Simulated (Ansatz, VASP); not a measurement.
TaSi2 in VASP and in Ansatz

The input INCAR:

```
SYSTEM = TaSi2
  ALGO = Normal
  EDIFF = 1E-6
  ENCUT = 520
  GGA = PS
  ISIF = 2
  ISMEAR = 0
  LASPH = .True.
  LCHARG = .False.
  LREAL = .False.
  LWAVE = .False.
  NBANDS = 38
  NELM = 80
  PREC = Accurate
  SIGMA = 0.15
```

Contents of KPOINTS:

```
k-points
0
Gamma
  9 9 6
  0 0 0
```

The input POSCAR:

```
TaSi2
1.0
    4.7613605622      0.0000000000      0.0000000000
   -2.3806802811      4.1234592035      0.0000000000
    0.0000000000      0.0000000000      6.5581204410
Ta Si
3 6
Direct
    0.4101097272      0.0000000000      0.0000000000
    0.5000000000      0.5000000000      0.6666666667
    0.0000000000      0.5000000000      0.3333333333
    0.1592624125      0.3185248251      0.0000000000
    0.8407375875      0.1592624125      0.6666666667
    0.6814751749      0.8407375875      0.3333333333
    0.8407375875      0.6814751749      0.0000000000
    0.1592624125      0.8407375875      0.6666666667
    0.3185248251      0.1592624125      0.3333333333
```

Input for Ansatz:

```yaml
crystal:
  lattice:
    - [4.7613605622, 0.0, 0.0]
    - [-2.3806802811, 4.1234592035, 0.0]
    - [0.0, 0.0, 6.558120441]
  atoms:
    - { symbol: Ta, position: [0.4101097272, 0.0, 0.0] }
    - { symbol: Ta, position: [0.5, 0.5, 0.6666666667] }
    - { symbol: Ta, position: [0.0, 0.5, 0.3333333333] }
    - { symbol: Si, position: [0.1592624125, 0.3185248251, 0.0] }
    - { symbol: Si, position: [0.8407375875, 0.1592624125, 0.6666666667] }
    - { symbol: Si, position: [0.6814751749, 0.8407375875, 0.3333333333] }
    - { symbol: Si, position: [0.8407375875, 0.6814751749, 0.0] }
    - { symbol: Si, position: [0.1592624125, 0.8407375875, 0.6666666667] }
    - { symbol: Si, position: [0.3185248251, 0.1592624125, 0.3333333333] }
basis:
  ecutwfc: 420
kpoints:
  mp_grid: { grid: [9, 9, 6] }
hamiltonian:
  xc: pbesol
  pseudopotentials: { kind: paw, azcp: { folder: soft_1 } }
scf:
  occupations: { method: gaussian, width: 0.15 }
output:
  forces: true
  stress: true
  eigenvalues: true
```

Alike in both runs: task single point; functional PBEsol; k mesh 9 × 9 × 6; occupations gaussian, width 0.15 eV; no spin polarisation.

|  | VASP | Ansatz |
| --- | --- | --- |
| version | VASP 6.6.1 | Ansatz 0.2.0 |
| potentials or method | VASP PAW PBE potentials, release 64 (Ta_pv, Si), cutoff 520 eV | scalar-relativistic, plane waves, PAW |
| valence electrons in the cell | 57 | 63 |

```csv
,VASP,Ansatz,Ansatz less VASP
gap on the k mesh at the Fermi level (eV),none,none,-
pressure (GPa),6.6,6.3,-0.24
"traceless stress, the component that is largest in VASP (GPa)",3.66,3.70,+0.033
rms of the force components (eV/Å),1.958,1.952,-0.0066
```

VASP's potentials were made for PBE, not for PBEsol, and Ansatz warns of the same on its side. Atom by atom the forces differ by 0.007 eV/Å (rms over components). A gap of «none» marks a metal or a gap that the smearing closes. VASP's potentials hold 57 valence electrons a cell and Ansatz's 63, so a difference there can come from the potentials and not from the codes.

Spin-orbit coupling is off throughout.
